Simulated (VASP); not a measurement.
# ZnSe (F-43m) in VASP: notebook

ZnSe is run at these levels: r2SCAN, PBE; tasks: single point, relaxation of cell and atoms.

All numbers are computed with VASP 6.6.1; they aren't measurements. Logs are shortened: lines on timing, memory, paths and dates and some standing lists are left out, and cuts for length are marked.

**1. The cell of the first run**

It takes space group F-43m (No. 216, cubic). The conventional cell has a = 5.732 Å, b = 5.732 Å, c = 5.732 Å, α = 90.00°, β = 90.00°, γ = 90.00°. Within 3.3 Å of Zn (site symmetry -43m) lie 4 Se at 2.48 Å. Se (site symmetry -43m) has 4 Zn at 2.48 Å within 3.3 Å.

**2. Single point, r2SCAN**

The input, POSCAR:

```
ZnSe
1.0
    0.0000000000      2.8659201429      2.8659201429
    2.8659201429      0.0000000000      2.8659201429
    2.8659201429      2.8659201429      0.0000000000
Zn Se
1 1
Direct
    0.0000000000      0.0000000000      0.0000000000
    0.2500000000      0.2500000000      0.2500000000
```

The input, INCAR.step1:

```
  ALGO = Normal
  EDIFF = 1E-5
  ENCUT = 550
  GGA = PE
  GGA_COMPAT = False
  ISMEAR = 0
  LASPH = True
  LCHARG = False
  LREAL = False
  LWAVE = True
  NBANDS = 16
  NELM = 120
  PREC = Accurate
  SIGMA = 0.02
```

The input, INCAR.step2:

```
  ALGO = Normal
  EDIFF = 1E-6
  ENCUT = 550
  GGA_COMPAT = False
  ISIF = 2
  ISMEAR = 0
  ISTART = 1
  LASPH = True
  LCHARG = False
  LMIXTAU = True
  LREAL = False
  LWAVE = False
  METAGGA = R2SCAN
  NBANDS = 16
  NELM = 120
  PREC = Accurate
  SIGMA = 0.02
```

The input, KPOINTS:

```
k-points
0
Gamma
  10 10 10
```

Potentials or basis: VASP PAW PBE potentials, release 64 (Zn, Se).

Run with:

```console
> cat potpaw_PBE.64/Zn/POTCAR potpaw_PBE.64/Se/POTCAR > POTCAR
> cp INCAR.step1 INCAR
> mpirun -np 1 vasp_std > vasp.out
> cp INCAR.step2 INCAR
> mpirun -np 1 vasp_std > vasp.out
```

OUTCAR:

```text
EDIFF = 1E-6
   ENCUT = 550
   ISIF = 2
   ISMEAR = 0
   ISTART = 1
   LASPH = True
   LREAL = False
   METAGGA = R2SCAN
   NELM = 120
   PREC = Accurate

 ion  position               nearest neighbor table
   1  0.000  0.000  0.000-   2 2.48   2 2.48   2 2.48   2 2.48
   2  0.250  0.250  0.250-   1 2.48   1 2.48   1 2.48   1 2.48

  LATTYP: Found a face centered cubic cell.
 ALAT       =     5.7318402858

  Lattice vectors:

 A1 = (   0.0000000000,   2.8659201429,   2.8659201429)
 A2 = (   2.8659201429,   0.0000000000,   2.8659201429)
 A3 = (   2.8659201429,   2.8659201429,   0.0000000000)

Analysis of symmetry for initial positions (statically):
=====================================================================
 Subroutine PRICEL returns:
 Original cell was already a primitive cell.

 Routine SETGRP: Setting up the symmetry group for a
 face centered cubic supercell.

 Subroutine GETGRP returns: Found 24 space group operations
 (whereof 24 operations were pure point group operations)
 out of a pool of 48 trial point group operations.

The static configuration has the point symmetry T_d .

Analysis of symmetry for dynamics (positions and initial velocities):
=====================================================================
 Subroutine PRICEL returns:
 Original cell was already a primitive cell.

 Routine SETGRP: Setting up the symmetry group for a
 face centered cubic supercell.

 Subroutine GETGRP returns: Found 24 space group operations
 (whereof 24 operations were pure point group operations)
 out of a pool of 48 trial point group operations.

The dynamic configuration has the point symmetry T_d .

 Subroutine INISYM returns: Found 24 space group operations
 (whereof 24 operations are pure point group operations),
 and found     1 'primitive' translations

----------------------------------------------------------------------------------------

                                     Primitive cell

  volume of cell :      47.0785

  direct lattice vectors                    reciprocal lattice vectors
     0.000000000  2.865920143  2.865920143    -0.174464038  0.174464038  0.174464038
     2.865920143  0.000000000  2.865920143     0.174464038 -0.174464038  0.174464038
     2.865920143  2.865920143  0.000000000     0.174464038  0.174464038 -0.174464038

  length of vectors
     4.053023135  4.053023135  4.053023135     0.302180577  0.302180577  0.302180577

[... 78 lines left out ...]
   ENCUT  =  550.0 eV  40.42 Ry    6.36 a.u.   7.75  7.75  7.75*2*pi/ulx,y,z
   NELM   =    120;   NELMIN=  2; NELMDL=  0     # of ELM steps
   EDIFF  = 0.1E-05   stopping-criterion for ELM
   LREAL  =      F    real-space projection
   EDIFFG = 0.1E-04   stopping-criterion for IOM
   NSW    =      0    number of steps for IOM
   IBRION =     -1    ionic relax: 0-MD 1-quasi-New 2-CG
   NFREE  =      0    steps in history (QN), initial steepest desc. (CG)
   ISIF   =      2    stress and relaxation
   ISYM   =      2    0-nonsym 1-usesym 2-fastsym
   POTIM  = 0.5000    time-step for ionic-motion
   TEBEG  =    0.0;   TEEND  =   0.0 temperature during run
   PSTRESS=    0.0 pullay stress
   NELECT =      18.0000    total number of electrons
   NUPDOWN=      -1.0000    fix difference up-down
   EMIN   =  10.00;   EMAX   =-10.00  energy-range for DOS
   EFERMI =   0.00;   METHOD = LEGACY
   ISMEAR =     0;   SIGMA  =   0.02  broadening in eV -4-tet -1-fermi 0-gaus
   EFERMI_NEDOS =   21; number of points for ismear=-14 and -15
   IALGO  =     38    algorithm
   IMIX   =      4    mixing-type and parameters
     AMIX     =   0.40;   BMIX     =  1.00
     AMIX_MAG =   1.60;   BMIX_MAG =  1.00
  volume/ion in A,a.u.               =      23.54       158.85
  Fermi-wavevector in a.u.,A,eV,Ry     =   1.188206  2.245383 19.209147  1.411832
  Thomas-Fermi vector in A             =   2.324340
   LORBIT       =      0    0 simple, 1 ext, 2 COOP (PROOUT), +10 PAW based schemes
   METAGGA = R2SCAN    functional components
   LHFCALC =     F    Hartree Fock is set to
   AEXX    =    0.0000 exact exchange contribution
   IVDW    =     0    specifies the selected vdW correction
   LEPSILON=     F    determine dielectric tensor
   LRPA    =     F    only Hartree local field effects (RPA)
 non-spin polarized calculation
 Gauss-broadening in eV      SIGMA  =   0.02
  energy-cutoff  :      550.00
  volume of cell :       47.08
 maximum number of plane-waves:      1411
   NGX = 15   NGY = 15   NGZ = 15

 number of electron      18.0000013 magnetization

 Free energy of the ion-electron system (eV)
  ---------------------------------------------------
  ext. energy  EPLUGINS =         0.00000000
  ---------------------------------------------------
  free energy    TOTEN  =       -24.89895252 eV

  energy without entropy =      -24.89895252  energy(sigma->0) =      -24.89895252

 E-fermi :   1.0911     XC(G=0):  -9.7561

 val. band max:        1.0124219333   @ k =   0.0000   0.0000   0.0000
 cond. band min:       2.7338518869   @ k =   0.0000   0.0000   0.0000
 fundamental gap:      1.7214299535
 Fermi energy:         1.0911271443

 k-point     1 :       0.0000    0.0000    0.0000
  band No.  band energies     occupation
      1     -12.4823      2.00000
      2      -5.5665      2.00000
      3      -5.5665      2.00000
      4      -5.5665      2.00000
      5      -5.1920      2.00000
      6      -5.1920      2.00000
[... 433 lines left out ...]
      3      -5.3880      2.00000
      4      -5.3740      2.00000
      5      -5.1627      2.00000
      6      -5.1577      2.00000
[... 8 lines left out ...]
     15      14.8611      0.00000
     16      16.2359      0.00000

 [... further k-points ...]

------------------------ aborting loop because EDIFF is reached ----------------------------------------

  FORCE on cell =-STRESS in cart. coord.  units (eV):
  Direction    XX          YY          ZZ          XY          YZ          ZX
  --------------------------------------------------------------------------------------
  -------------------------------------------------------------------------------------
  Total       -0.6039530     -0.6039530     -0.6039530     -0.0000000      0.0000000      0.0000000
  in kB      -20.5537705    -20.5537705    -20.5537705     -0.0000000      0.0000000      0.0000000
  external PRESSURE =     -20.5537705 kB  Pullay stress =       0.0000000 kB

 VOLUME and BASIS-vectors are now :
 -----------------------------------------------------------------------------
  energy-cutoff  :      550.00
  volume of cell :       47.08
      direct lattice vectors                 reciprocal lattice vectors
     0.000000000  2.865920143  2.865920143    -0.174464038  0.174464038  0.174464038
     2.865920143  0.000000000  2.865920143     0.174464038 -0.174464038  0.174464038
     2.865920143  2.865920143  0.000000000     0.174464038  0.174464038 -0.174464038

 POSITION                                       TOTAL-FORCE (eV/Angst)
 -----------------------------------------------------------------------------------
      0.00000      0.00000      0.00000         0.000000      0.000000     -0.000000
      1.43296      1.43296      1.43296        -0.000000     -0.000000      0.000000
 -----------------------------------------------------------------------------------
    total drift:                                0.000000      0.000000      0.000000

  FREE ENERGIE OF THE ION-ELECTRON SYSTEM (eV)
  ---------------------------------------------------
  free  energy   TOTEN  =       -24.8989525150 eV

  energy  without entropy=      -24.8989525150  energy(sigma->0) =      -24.89895252
```

Wall time 91 s (1 thread of Intel Xeon Platinum 8488C (Sapphire Rapids), shared host); peak memory 0.21 GiB.

What came out:

```yaml
Free_energy: -24.8990 eV
Pressure: -2.1 GPa
Band_gap_on_the_k_mesh: 1.72 eV
```

Levels at points of the mesh, in eV from the valence-band top:
```csv
k point,band 5,band 6,band 7,band 8,band 9,band 10,band 11,band 12,band 13,band 14
"(0.00, 0.00, 0.00)",-6.20,-6.20,0.00,0.00,0.00,1.72,6.33,6.33,6.33,10.44
"(0.50, 0.00, 0.00)",-6.19,-6.06,-5.08,-0.83,-0.83,2.99,6.87,6.87,8.97,11.52
"(0.50, 0.50, 0.00)",-6.16,-6.04,-4.64,-2.11,-2.11,3.41,3.87,11.24,11.82,11.82
```

Caveat: the PAW data sets were made with another functional, which shifts forces and pressure a little. r2SCAN opens gaps a little over a GGA but as a rule still falls short of measured ones.

**3. Single point, PBE**

This run uses another cell than the first one, of 22.15 Å³/atom.

The input, INCAR:

```
PREC = Accurate
ENCUT = 520
EDIFF = 1E-6
ISMEAR = 0
SIGMA = 0.01
LREAL = False
LASPH = True
NELM = 80
ALGO = Normal
ISIF = 2
LWAVE = False
LCHARG = True
GGA = PE
LELF = True
LVHAR = True
NBANDS = 16
```

The input, KPOINTS:

```
Automatic mesh
0
Gamma
  8 8 8
```

The input, POSCAR:

```
ZnSe
1.0
    0.0000000000      2.8083873290      2.8083873290
    2.8083873290      0.0000000000      2.8083873290
    2.8083873290      2.8083873290      0.0000000000
Zn Se
1 1
Direct
    0.0000000000      0.0000000000      0.0000000000
    0.7500000000      0.7500000000      0.7500000000
```

Potentials or basis: VASP PAW PBE potentials, release 64 (Zn, Se).

Run with:

```console
> cat potpaw_PBE.64/Zn/POTCAR potpaw_PBE.64/Se/POTCAR > POTCAR
> mpirun -np 1 vasp_std > vasp.out
```

OUTCAR:

```text
PREC = Accurate
   ENCUT = 520
   EDIFF = 1E-6
   ISMEAR = 0
   LREAL = False
   LASPH = True
   NELM = 80
   ISIF = 2
   GGA = PE

 ion  position               nearest neighbor table
   1  0.000  0.000  0.000-   2 2.43   2 2.43   2 2.43   2 2.43
   2  0.750  0.750  0.750-   1 2.43   1 2.43   1 2.43   1 2.43

  LATTYP: Found a face centered cubic cell.
 ALAT       =     5.6167746580

  Lattice vectors:

 A1 = (   0.0000000000,   2.8083873290,   2.8083873290)
 A2 = (   2.8083873290,   0.0000000000,   2.8083873290)
 A3 = (   2.8083873290,   2.8083873290,   0.0000000000)

Analysis of symmetry for initial positions (statically):
=====================================================================
 Subroutine PRICEL returns:
 Original cell was already a primitive cell.

 Routine SETGRP: Setting up the symmetry group for a
 face centered cubic supercell.

 Subroutine GETGRP returns: Found 24 space group operations
 (whereof 24 operations were pure point group operations)
 out of a pool of 48 trial point group operations.

The static configuration has the point symmetry T_d .

Analysis of symmetry for dynamics (positions and initial velocities):
[... 160 lines left out ...]
 E-fermi :   1.9713     XC(G=0):  -9.4461

 val. band max:        1.8491454255   @ k =   0.0000   0.0000   0.0000
 cond. band min:       3.2493854653   @ k =   0.0000   0.0000   0.0000
 fundamental gap:      1.4002400398
 Fermi energy:         1.9712743630

 k-point     1 :       0.0000    0.0000    0.0000
  band No.  band energies     occupation
      1     -11.5876      2.00000
      2      -4.7995      2.00000
      3      -4.7995      2.00000
      4      -4.7995      2.00000
      5      -4.4047      2.00000
      6      -4.4047      2.00000
[... 433 lines left out ...]
      3      -4.6504      2.00000
      4      -4.4412      2.00000
      5      -4.3977      2.00000
      6      -4.1829      2.00000
[... 8 lines left out ...]
     15      14.6976      0.00000
     16      15.5406      0.00000

 [... further k-points ...]

------------------------ aborting loop because EDIFF is reached ----------------------------------------

  FORCE on cell =-STRESS in cart. coord.  units (eV):
  Direction    XX          YY          ZZ          XY          YZ          ZX
  --------------------------------------------------------------------------------------
  -------------------------------------------------------------------------------------
  Total        1.1767574      1.1767574      1.1767574      0.0000000      0.0000000     -0.0000000
  in kB       42.5594996     42.5594996     42.5594996      0.0000000      0.0000000     -0.0000000
  external PRESSURE =      42.5594996 kB  Pullay stress =       0.0000000 kB

 VOLUME and BASIS-vectors are now :
 -----------------------------------------------------------------------------
  energy-cutoff  :      520.00
  volume of cell :       44.30
      direct lattice vectors                 reciprocal lattice vectors
     0.000000000  2.808387329  2.808387329    -0.178038120  0.178038120  0.178038120
     2.808387329  0.000000000  2.808387329     0.178038120 -0.178038120  0.178038120
     2.808387329  2.808387329  0.000000000     0.178038120  0.178038120 -0.178038120

 POSITION                                       TOTAL-FORCE (eV/Angst)
 -----------------------------------------------------------------------------------
      0.00000      0.00000      0.00000         0.000000      0.000000      0.000000
      4.21258      4.21258      4.21258        -0.000000     -0.000000     -0.000000
 -----------------------------------------------------------------------------------
    total drift:                               -0.000000     -0.000000     -0.000000

  FREE ENERGIE OF THE ION-ELECTRON SYSTEM (eV)
  ---------------------------------------------------
  free  energy   TOTEN  =        -5.9952352701 eV

  energy  without entropy=       -5.9952352701  energy(sigma->0) =       -5.99523527
```

OSZICAR:

```text
N       E                     dE             d eps       ncg     rms          rms(c)
DAV:   1     0.877680754827E+02    0.87768E+02   -0.87413E+03   928   0.129E+03
DAV:   2    -0.747051691471E+00   -0.88515E+02   -0.82933E+02  1040   0.252E+02
DAV:   3    -0.623931519352E+01   -0.54923E+01   -0.54743E+01  1128   0.615E+01
DAV:   4    -0.628314480503E+01   -0.43830E-01   -0.43826E-01  1104   0.592E+00
DAV:   5    -0.628335260726E+01   -0.20780E-03   -0.20780E-03  1224   0.368E-01    0.500E+00
DAV:   6    -0.601481475751E+01    0.26854E+00   -0.53160E-01  1328   0.243E+01    0.379E+00
DAV:   7    -0.599518084611E+01    0.19634E-01   -0.16011E-01  1104   0.359E+00    0.161E+00
DAV:   8    -0.599492861994E+01    0.25223E-03   -0.44720E-03  1264   0.713E-01    0.463E-01
DAV:   9    -0.599513563515E+01   -0.20702E-03   -0.11120E-03  1104   0.255E-01    0.656E-02
DAV:  10    -0.599524687978E+01   -0.11124E-03   -0.22134E-04  1168   0.112E-01    0.250E-02
DAV:  11    -0.599523433134E+01    0.12548E-04   -0.42584E-05  1136   0.581E-02    0.511E-03
DAV:  12    -0.599523527010E+01   -0.93876E-06   -0.58402E-06  1192   0.144E-02
   1 F= -.59952353E+01 E0= -.59952353E+01  d E =-.552230E-69
```

stdout:

```text
POSCAR found type information on POSCAR ZnSe
 POSCAR found :  2 types and       2 ions
 scaLAPACK will be used
 LDA part: xc-table for (Slater+PW92), standard interpolation
 POSCAR, INCAR and KPOINTS ok, starting setup
 FFT: planning ... GRIDC
 FFT: planning ... GRID_SOFT
 FFT: planning ... GRID
 WAVECAR not read
 entering main loop
```

It took 44 s on 1 thread of Intel Xeon 8259CL, shared host; peak memory 0.17 GiB.

Results:

| Property | Result |
| --- | --- |
| Free energy | -5.9952 eV |
| Pressure | 4.3 GPa |
| Band gap on the k mesh | 1.40 eV |

Levels at points of the mesh, in eV from the valence-band top:
```
           k point  band 5  band 6  band 7  band 8  band 9  band 10  band 11  band 12  band 13  band 14
(0.00, 0.00, 0.00)   -6.25   -6.25    0.00    0.00    0.00     1.40     5.79     5.79     5.79    10.03
(0.50, 0.00, 0.00)   -6.23   -6.09   -5.41   -0.91   -0.91     2.59     6.37     6.37     8.65    11.11
(0.50, 0.50, 0.00)   -6.20   -6.06   -4.87   -2.29   -2.29     2.92     3.45    10.94    11.43    11.43
```

Caveat: the cell stands under pressure.

**4. Relaxation of cell and atoms, PBE, target pressure 4 GPa, at which the enthalpy is minimised**

The input, INCAR:

```
SYSTEM = ZnSe
ALGO = Normal ; EDIFF = 1E-6
EDIFFG = -0.001 ; ENCUT = 600
GGA = PE ; IBRION = 2
ISIF = 3 ; ISMEAR = 0
LASPH = .TRUE. ; LCHARG = .FALSE.
LREAL = .FALSE. ; LWAVE = .FALSE.
NELM = 60 ; NSW = 80
PREC = Accurate ; PSTRESS = 40.0
SIGMA = 0.01
```

The input, KPOINTS:

```
k-points
0
G
  8 8 8
  0 0 0
```

The input, POSCAR:

```
ZnSe
1.0
    0.0000000000      2.8663043623      2.8663043623
    2.8663043623      0.0000000000      2.8663043623
    2.8663043623      2.8663043623      0.0000000000
Zn Se
1 1
Direct
    0.0000000000      0.0000000000      0.0000000000
    0.7500000000      0.7500000000      0.7500000000
```

Run with:

```console
> cat potpaw_PBE.64/Zn/POTCAR potpaw_PBE.64/Se/POTCAR > POTCAR
> mpirun -np 1 vasp_std > vasp.out
```

Run time: 2.6 min. Hardware: 1 thread of Intel Xeon 8259CL, shared host; peak memory 0.2 GiB.

Results (log left out):

```yaml
Free_energy: -5.9994 eV
Relaxed_volume: 22.23 Å³/atom
Relaxed_cell: a = 3.976 Å, b = 3.976 Å, c = 3.976 Å, α = 60.00°, β = 60.00°, γ = 60.00°
Space_group_after_relaxing_to_0.1_Å: F-43m (No. 216)
Energy_change_on_relaxing_the_run_minimises_the_enthalpy: +16.4 meV/atom
Ionic_steps: 18
Pressure_after_relaxing: 4.0 GPa
Band_gap_on_the_k_mesh: 1.39 eV
```

The path:
```csv
step,energy change (eV),largest force (eV/Å),pressure (GPa),volume (Å³)
1,0.0000,0.0000,0.21,47.10
2,0.0650,0.0000,5.81,43.40
3,0.0333,0.0000,4.01,44.43
4,0.0320,0.0000,3.90,44.49
5,0.0320,0.0000,3.95,44.48
6,0.0321,0.0000,3.95,44.48
7,0.0321,0.0000,3.94,44.48
8,0.0321,0.0000,3.94,44.48
9,0.0321,0.0000,3.94,44.48
10,0.0322,0.0000,3.95,44.48
11,0.0323,0.0000,3.95,44.47
12,0.0324,0.0000,3.97,44.47
13,0.0328,0.0000,4.01,44.45
14,0.0327,0.0000,3.95,44.46
15,0.0327,0.0000,3.99,44.46
16,0.0328,0.0000,3.99,44.45
17,0.0328,0.0000,3.99,44.45
18,0.0328,0.0000,4.00,44.45
```

Final structure:
```
Zn Se
1.0
     0.00000    2.81159    2.81159
     2.81159    0.00000    2.81159
     2.81159    2.81159    0.00000
Zn Se
1 1
Direct
  0.00000 0.00000 0.00000
  0.75000 0.75000 0.75000
```

Levels at points of the mesh, in eV from the valence-band top:
```tsv
k point	band 6	band 7	band 8	band 9	band 10	band 11	band 12	band 13
(0.00, 0.00, 0.00)	-6.24	0.00	0.00	0.00	1.39	5.79	5.79	5.79
(0.50, 0.00, 0.00)	-6.08	-5.38	-0.90	-0.90	2.58	6.37	6.37	8.64
(0.50, 0.50, 0.00)	-6.06	-4.86	-2.27	-2.27	2.93	3.46	10.92	11.41
```

Caveat: the cell is relaxed towards a set pressure, so the run minimises the enthalpy, not the energy.

**5. Summary**

| task | level | cell | k mesh | cutoff (eV) | smearing | mended | gap on the mesh (eV) | pressure (GPa) |
| --- | --- | --- | --- | --- | --- | --- | --- | --- |
| single point | r2SCAN | a = 4.053 Å, angles 60.0°, 2 atoms | 10 × 10 × 10 | 550 | gaussian 0.02 eV | yes | 1.72 | -2.1 |
| single point | PBE | a = 3.972 Å, angles 60.0°, 2 atoms | 8 × 8 × 8 | 520 | gaussian 0.01 eV | - | 1.40 | 4.3 |
| relaxation of cell and atoms | PBE | relaxed to 4 GPa from a = 4.054 Å, angles 60.0°, 2 atoms | 8 × 8 × 8 | 600 | gaussian 0.01 eV | - | 1.39 | 4.0 |

Alike in all rows: potentials or basis VASP PAW PBE potentials, release 64 (Zn, Se); no spin polarisation.

Caveats: the PAW data sets were made with another functional, which shifts forces and pressure a little (at least some runs); the cell stands under pressure (at least some runs); the cell is relaxed towards a set pressure, so the run minimises the enthalpy, not the energy (at least some runs).

Total energies depend on the potentials used, so only differences within one code and one set of settings carry meaning.
